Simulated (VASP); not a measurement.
# Zn (Fd-3m) in VASP: notebook

Zn is run at these levels: PBEsol; tasks: single point.

Everything below comes from runs of VASP 6.6.1. Logs are shortened: lines on timing, memory, paths and dates and some standing lists are left out, and cuts for length are marked.

## (1) The cell of the first run

The structure is cubic, space group Fd-3m (No. 227). The conventional cell has a = 4.714 Å, b = 4.714 Å, c = 4.714 Å, α = 90.00°, β = 90.00°, γ = 90.00°. Within 2.7 Å of Zn (site symmetry -43m) lie 4 Zn at 2.04 Å.

This isn't the form of Zn at room conditions, which is hcp.

## (2) Single point, PBEsol (13.09 Å³/atom)

File INCAR:

```
  ALGO = Normal
  EDIFF = 1E-7
  ENCUT = 520
  GGA = PS
  ISIF = 2
  ISMEAR = -1
  LASPH = True
  LCHARG = False
  LREAL = False
  LWAVE = False
  NBANDS = 19
  NELM = 80
  PREC = Accurate
  SIGMA = 0.05
```

File KPOINTS:

```
k-points
0
Gamma
  13 13 13
```

File POSCAR:

```
Zn
1.0
    0.0000000000      2.3568476486      2.3568476486
    2.3568476486      0.0000000000      2.3568476486
    2.3568476486      2.3568476486      0.0000000000
Zn
2
Direct
   -0.1250000000     -0.1250000000     -0.1250000000
    0.1250000000      0.1250000000      0.1250000000
```

Potentials or basis: VASP PAW PBE potentials, release 64 (Zn).

On the command line:

```sh
cat potpaw_PBE.64/Zn/POTCAR > POTCAR
mpirun -np 1 vasp_std > vasp.out
```

OUTCAR:

```text
EDIFF = 1E-7
   ENCUT = 520
   GGA = PS
   ISIF = 2
   ISMEAR = -1
   LASPH = True
   LREAL = False
   NELM = 80
   PREC = Accurate

 ion  position               nearest neighbor table
   1  0.875  0.875  0.875-   2 2.04   2 2.04   2 2.04   2 2.04
   2  0.125  0.125  0.125-   1 2.04   1 2.04   1 2.04   1 2.04

  LATTYP: Found a face centered cubic cell.
 ALAT       =     4.7136952972

  Lattice vectors:

 A1 = (   0.0000000000,   2.3568476486,   2.3568476486)
 A2 = (   2.3568476486,   0.0000000000,   2.3568476486)
 A3 = (   2.3568476486,   2.3568476486,   0.0000000000)

Analysis of symmetry for initial positions (statically):
=====================================================================
 Subroutine PRICEL returns:
 Original cell was already a primitive cell.

 Routine SETGRP: Setting up the symmetry group for a
 face centered cubic supercell.

 Subroutine GETGRP returns: Found 48 space group operations
 (whereof 12 operations were pure point group operations)
 out of a pool of 48 trial point group operations.

The static configuration has the point symmetry D_3d.
 The point group associated with its full space group is O_h .

Analysis of symmetry for dynamics (positions and initial velocities):
=====================================================================
 Subroutine PRICEL returns:
 Original cell was already a primitive cell.

 Routine SETGRP: Setting up the symmetry group for a
 face centered cubic supercell.

 Subroutine GETGRP returns: Found 48 space group operations
 (whereof 12 operations were pure point group operations)
 out of a pool of 48 trial point group operations.

The dynamic configuration has the point symmetry D_3d.
 The point group associated with its full space group is O_h .

 Subroutine INISYM returns: Found 48 space group operations
 (whereof 12 operations are pure point group operations),
 and found     1 'primitive' translations

----------------------------------------------------------------------------------------

                                     Primitive cell

  volume of cell :      26.1833

  direct lattice vectors                    reciprocal lattice vectors
     0.000000000  2.356847649  2.356847649    -0.212147782  0.212147782  0.212147782
     2.356847649  0.000000000  2.356847649     0.212147782 -0.212147782  0.212147782
     2.356847649  2.356847649  0.000000000     0.212147782  0.212147782 -0.212147782

  length of vectors
     3.333085909  3.333085909  3.333085909     0.367450736  0.367450736  0.367450736

  position of ions in fractional coordinates (direct lattice)
     0.875000000  0.875000000  0.875000000
     0.125000000  0.125000000  0.125000000

  ion indices of the primitive-cell ions
   primitive index   ion index
                 1           1
                 2           2

----------------------------------------------------------------------------------------

 KPOINTS: k-points

Automatic generation of k-mesh.
 Grid dimensions read from file:
 generate k-points for:   13   13   13

 Generating k-lattice:

  Cartesian coordinates                     Fractional coordinates (reciprocal lattice)
    -0.016319060  0.016319060  0.016319060     0.076923077  0.000000000  0.000000000
     0.016319060 -0.016319060  0.016319060     0.000000000  0.076923077  0.000000000
     0.016319060  0.016319060 -0.016319060     0.000000000  0.000000000  0.076923077

  Length of vectors
     0.028265441  0.028265441  0.028265441

  Shift w.r.t. Gamma in fractional coordinates (k-lattice)
     0.000000000  0.000000000  0.000000000

 Subroutine IBZKPT returns following result:
 ===========================================

 Found     84 irreducible k-points:

 Following reciprocal coordinates:
            Coordinates               Weight
  0.000000  0.000000  0.000000      1.000000
  0.076923  0.000000  0.000000      8.000000
  0.153846  0.000000  0.000000      8.000000
  0.230769  0.000000  0.000000      8.000000
  0.307692  0.000000  0.000000      8.000000
  0.384615  0.000000  0.000000      8.000000
[... 16 lines left out ...]
  0.384615  0.153846  0.000000     24.000000
  0.461538  0.153846  0.000000     24.000000
 [... further k-points ...]
   k-points           NKPTS =     84   k-points in BZ     NKDIM =     84   number of bands    NBANDS=     19
   number of dos      NEDOS =    301   number of ions     NIONS =      2
   total plane-waves  NPLWV =  21952
   dimension x,y,z NGX =    28 NGY =   28 NGZ =   28
   dimension x,y,z NGXF=    56 NGYF=   56 NGZF=   56
   ions per type =               2
   NGX,Y,Z   is equivalent  to a cutoff of  13.97, 13.97, 13.97 a.u.
   NGXF,Y,Z  is equivalent  to a cutoff of  27.93, 27.93, 27.93 a.u.
 SYSTEM =  unknown system
   PREC   = accura    normal or accurate (medium, high low for compatibility)
   ISTART =      0    job   : 0-new  1-cont  2-samecut
   ICHARG =      2    charge: 1-file 2-atom 10-const
   ISPIN  =      1    spin polarized calculation?
   LNONCOLLINEAR =      F non collinear calculations
   LSORBIT =      F    spin-orbit coupling
   LASPH  =      T    aspherical Exc in radial PAW
   ENCUT  =  520.0 eV  38.22 Ry    6.18 a.u.   6.20  6.20  6.20*2*pi/ulx,y,z
   NELM   =     80;   NELMIN=  2; NELMDL= -5     # of ELM steps
   EDIFF  = 0.1E-06   stopping-criterion for ELM
   LREAL  =      F    real-space projection
   EDIFFG = 0.1E-05   stopping-criterion for IOM
   NSW    =      0    number of steps for IOM
   IBRION =     -1    ionic relax: 0-MD 1-quasi-New 2-CG
   NFREE  =      0    steps in history (QN), initial steepest desc. (CG)
   ISIF   =      2    stress and relaxation
   ISYM   =      2    0-nonsym 1-usesym 2-fastsym
   POTIM  = 0.5000    time-step for ionic-motion
   TEBEG  =    0.0;   TEEND  =   0.0 temperature during run
   PSTRESS=    0.0 pullay stress
   NELECT =      24.0000    total number of electrons
   NUPDOWN=      -1.0000    fix difference up-down
   EMIN   =  10.00;   EMAX   =-10.00  energy-range for DOS
   EFERMI =   0.00;   METHOD = LEGACY
   ISMEAR =    -1;   SIGMA  =   0.05  broadening in eV -4-tet -1-fermi 0-gaus
   EFERMI_NEDOS =   21; number of points for ismear=-14 and -15
   IALGO  =     38    algorithm
   IMIX   =      4    mixing-type and parameters
     AMIX     =   0.40;   BMIX     =  1.00
     AMIX_MAG =   1.60;   BMIX_MAG =  1.00
  volume/ion in A,a.u.               =      13.09        88.35
  Fermi-wavevector in a.u.,A,eV,Ry     =   1.590268  3.005171 34.408498  2.528953
  Thomas-Fermi vector in A             =   2.688989
   LORBIT       =      0    0 simple, 1 ext, 2 COOP (PROOUT), +10 PAW based schemes
   GGA     = PS    functional components
   LHFCALC =     F    Hartree Fock is set to
   AEXX    =    0.0000 exact exchange contribution
   IVDW    =     0    specifies the selected vdW correction
   LEPSILON=     F    determine dielectric tensor
   LRPA    =     F    only Hartree local field effects (RPA)
 non-spin polarized calculation
  energy-cutoff  :      520.00
  volume of cell :       26.18
 maximum number of plane-waves:       725
 NGX is ok and might be reduce to    28
   NGX = 13   NGY = 13   NGZ = 13

 number of electron      23.9999987 magnetization

 Free energy of the ion-electron system (eV)
  ---------------------------------------------------
  ext. energy  EPLUGINS =         0.00000000
  ---------------------------------------------------
  free energy    TOTEN  =         0.75618082 eV

  energy without entropy =        0.76035669  energy(sigma->0) =        0.75826876

 E-fermi :   3.7156     XC(G=0): -12.2836

 val. band max:        3.6525259505   @ k =  -0.3846   0.4615   0.1538
 cond. band min:       3.7472820487   @ k =  -0.3846   0.3077   0.0769
 fundamental gap:      0.0947560982
 Fermi energy:         3.7156323327

 k-point     1 :       0.0000    0.0000    0.0000
  band No.  band energies     occupation
      1      -7.7353      2.00000
      2      -5.8197      2.00000
      3      -5.8197      2.00000
      4      -5.8197      2.00000
      5      -5.8048      2.00000
      6      -5.8048      2.00000
[... 11 lines left out ...]
     18      17.3565      0.00000
     19      17.4215      0.00000

 k-point     2 :       0.0769    0.0000    0.0000
  band No.  band energies     occupation
      1      -7.6156      2.00000
      2      -5.9097      2.00000
      3      -5.9097      2.00000
      4      -5.8140      2.00000
      5      -5.6952      2.00000
      6      -5.6952      2.00000
[... 11 lines left out ...]
     18      17.5333      0.00000
     19      18.1793      0.00000

 k-point     3 :       0.1538    0.0000    0.0000
  band No.  band energies     occupation
      1      -7.2690      2.00000
      2      -5.9723      2.00000
      3      -5.9723      2.00000
      4      -5.7922      2.00000
      5      -5.5838      2.00000
      6      -5.5838      2.00000
[... 11 lines left out ...]
     18      17.4208      0.00000
     19      18.5072      0.00000

 k-point     4 :       0.2308    0.0000    0.0000
  band No.  band energies     occupation
      1      -6.7487      2.00000
      2      -5.9940      2.00000
      3      -5.9940      2.00000
      4      -5.7401      2.00000
      5      -5.5103      2.00000
      6      -5.5103      2.00000
[... 11 lines left out ...]
     18      16.9117      0.00000
     19      18.8691      0.00000

 k-point     5 :       0.3077    0.0000    0.0000
  band No.  band energies     occupation
      1      -6.2190      2.00000
      2      -5.9754      2.00000
      3      -5.9754      2.00000
      4      -5.6372      2.00000
      5      -5.4990      2.00000
      6      -5.4990      2.00000
[... 11 lines left out ...]
     18      16.3187      0.00000
     19      20.3247      0.00000

 k-point     6 :       0.3846    0.0000    0.0000
  band No.  band energies     occupation
      1      -5.9257      2.00000
      2      -5.9257      2.00000
      3      -5.9091      2.00000
      4      -5.5432      2.00000
      5      -5.5432      2.00000
      6      -5.5428      2.00000
[... 11 lines left out ...]
     18      15.8226      0.00000
     19      22.1901      0.00000

 k-point     7 :       0.4615    0.0000    0.0000
  band No.  band energies     occupation
      1      -5.8718      2.00000
      2      -5.8718      2.00000
      3      -5.7668      2.00000
      4      -5.6009      2.00000
      5      -5.6009      2.00000
      6      -5.5544      2.00000
[... 11 lines left out ...]
     18      15.5231      0.00000
     19      24.1300      0.00000

 k-point     8 :       0.0769    0.0769    0.0000
  band No.  band energies     occupation
      1      -7.5753      2.00000
      2      -5.9805      2.00000
      3      -5.8174      2.00000
      4      -5.8174      2.00000
      5      -5.7682      2.00000
      6      -5.6241      2.00000
[... 256 lines left out ...]
 k-point    20 :       0.1538    0.1538    0.0000
  band No.  band energies     occupation
      1      -7.1054      2.00000
      2      -6.1201      2.00000
      3      -5.8133      2.00000
      4      -5.8133      2.00000
      5      -5.6608      2.00000
      6      -5.4229      2.00000
[... 11 lines left out ...]
     18      17.9663      0.00000
     19      20.3670      0.00000

 k-point    21 :       0.2308    0.1538    0.0000
  band No.  band energies     occupation
      1      -6.7041      2.00000
      2      -6.1655      2.00000
      3      -5.8261      2.00000
      4      -5.7990      2.00000
      5      -5.5747      2.00000
      6      -5.3222      2.00000
[... 11 lines left out ...]
     18      18.7699      0.00000
     19      20.5871      0.00000

 k-point    22 :       0.3077    0.1538    0.0000
  band No.  band energies     occupation
      1      -6.2231      2.00000
      2      -6.1705      2.00000
      3      -5.8332      2.00000
      4      -5.7220      2.00000
      5      -5.5091      2.00000
      6      -5.2530      2.00000
[... 11 lines left out ...]
     18      18.4512      0.00000
     19      19.9402      0.00000

 k-point    23 :       0.3846    0.1538    0.0000
  band No.  band energies     occupation
      1      -6.1621      2.00000
      2      -5.9446      2.00000
      3      -5.8360      2.00000
      4      -5.5124      2.00000
      5      -5.4757      2.00000
      6      -5.2529      2.00000
[... 11 lines left out ...]
     18      18.4154      0.00000
     19      19.4265      0.00000

 k-point    24 :       0.4615    0.1538    0.0000
  band No.  band energies     occupation
      1      -6.1308      2.00000
      2      -5.8602      2.00000
      3      -5.8426      2.00000
      4      -5.4425      2.00000
      5      -5.4130      2.00000
      6      -5.3094      2.00000
[... 11 lines left out ...]
     18      18.7063      0.00000
     19      19.5265      0.00000

 [... further k-points ...]

------------------------ aborting loop because EDIFF is reached ----------------------------------------

  FORCE on cell =-STRESS in cart. coord.  units (eV):
  Direction    XX          YY          ZZ          XY          YZ          ZX
  --------------------------------------------------------------------------------------
  -------------------------------------------------------------------------------------
  Total       12.6288325     12.6288325     12.6288325      0.0000000     -0.0000000      0.0000000
  in kB      772.7682346    772.7682346    772.7682346      0.0000000     -0.0000000      0.0000000
  external PRESSURE =     772.7682346 kB  Pullay stress =       0.0000000 kB

 VOLUME and BASIS-vectors are now :
 -----------------------------------------------------------------------------
  energy-cutoff  :      520.00
  volume of cell :       26.18
      direct lattice vectors                 reciprocal lattice vectors
     0.000000000  2.356847649  2.356847649    -0.212147782  0.212147782  0.212147782
     2.356847649  0.000000000  2.356847649     0.212147782 -0.212147782  0.212147782
     2.356847649  2.356847649  0.000000000     0.212147782  0.212147782 -0.212147782

 POSITION                                       TOTAL-FORCE (eV/Angst)
 -----------------------------------------------------------------------------------
      4.12448      4.12448      4.12448        -0.000000     -0.000000     -0.000000
      0.58921      0.58921      0.58921         0.000000      0.000000      0.000000
 -----------------------------------------------------------------------------------
    total drift:                                0.000000     -0.000000     -0.000000

  FREE ENERGIE OF THE ION-ELECTRON SYSTEM (eV)
  ---------------------------------------------------
  free  energy   TOTEN  =         0.7561808195 eV

  energy  without entropy=        0.7603566940  energy(sigma->0) =        0.75826876
```

Wall time 20 s (1 thread of Intel Xeon 6975P-C (Granite Rapids), shared host); peak memory 0.17 GiB.

What came out:

```yaml
Free_energy: 0.7562 eV
Pressure: 77.3 GPa
Band_gap_on_the_k_mesh: zero (bands 12 and 13 overlap by 10.93 eV)
```

Caveat: the cell stands under pressure; the PAW data sets were made with another functional, which shifts forces and pressure a little.

(Part 1 of 2 ends here.)
